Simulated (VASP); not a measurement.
Write the native input for VASP 6.6.1 that does the following.

| Property | Result |
| --- | --- |
| Task | single point |
| Functional | PBE |
| Potentials or basis | VASP PAW PBE potentials, release 64 (La) |
| Cutoff | 520 eV |
| k mesh | 13 × 13 × 13 |
| Occupations | fermi-dirac, width 0.08 eV |
| Spin | no spin polarisation |
| Dipole correction | no |
| Further INCAR settings | ALGO = Normal; EDIFF = 1e-07; NBANDS = 12 |

The structure of La lies in POSCAR:

```
La
1.0
   -2.1144866542      2.1144866542      2.1144866542
    2.1144866542     -2.1144866542      2.1144866542
    2.1144866542      2.1144866542     -2.1144866542
La
1
Direct
    0.0000000000      0.0000000000      0.0000000000
```

One way to write it, as run:

INCAR

```
ALGO = Normal ; EDIFF = 1E-7
ENCUT = 520 ; GGA = PE
ISIF = 2 ; ISMEAR = -1
LASPH = True ; LCHARG = True
LELF = True ; LREAL = False
LVHAR = True ; LWAVE = False
NBANDS = 12 ; NELM = 100
PREC = Accurate ; SIGMA = 0.08
```

KPOINTS

```
k-points
0
Gamma
  13 13 13
```

Potentials or basis: VASP PAW PBE potentials, release 64 (La).

Command:

```bash
$ cat potpaw_PBE.64/La/POTCAR > POTCAR
$ mpirun -np 1 vasp_std > vasp.out
```

Results of the run:

```json
{
 "Pressure": "0.0 GPa"
}
```

Run time: 45 s on 1 thread of AMD EPYC 9R45 96-Core Processor (Zen 5) (shared host), peak memory 0.16 GiB.
